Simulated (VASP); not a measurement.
Here is a VASP 6.6.1 calculation.

Contents of INCAR:

```
SYSTEM = La
ALGO = Normal
EDIFF = 1E-7
ENCUT = 520
GGA = PE
ISIF = 2
ISMEAR = 0
LASPH = .True.
LCHARG = .False.
LREAL = .False.
LWAVE = .False.
NBANDS = 30
NELM = 100
PREC = Accurate
SIGMA = 1.0
```

The input KPOINTS:

```
k-points
0
Gamma
  10 10 3
  0 0 0
```

POSCAR

```
La
1.0
    3.7726980145      0.0000000000      0.0000000000
   -1.8863490072      3.2672523214      0.0000000000
    0.0000000000      0.0000000000     12.1127038589
La
4
Direct
    0.0000000000      0.0000000000      0.0000000000
    0.0000000000      1.0000000000      0.5000000000
    0.3333333333      0.6666666667      0.7500000000
    0.6666666667      0.3333333333      0.2500000000
```

Potentials or basis: VASP PAW PBE potentials, release 64 (La).

The run is started by

```sh
$ cat potpaw_PBE.64/La/POTCAR > POTCAR
$ mpirun -np 1 vasp_std > vasp.out
```

**Question.** What does it give for the band gap on the k mesh?

**Answer.** Zero (bands 22 and 23 overlap by 1.27 eV).

**Question.** Estimate the pressure.

**Answer.** 1.6 GPa.

Stress tensor (GPa, compression positive):
```
1.37 0.00 0.00
0.00 1.37 0.00
0.00 0.00 1.93
```

Caveat: the highest band is partly filled, so the run has too few bands; so wide a smearing shifts energies and pressures; spin-orbit coupling is left out, which moves the levels of the heavy elements.
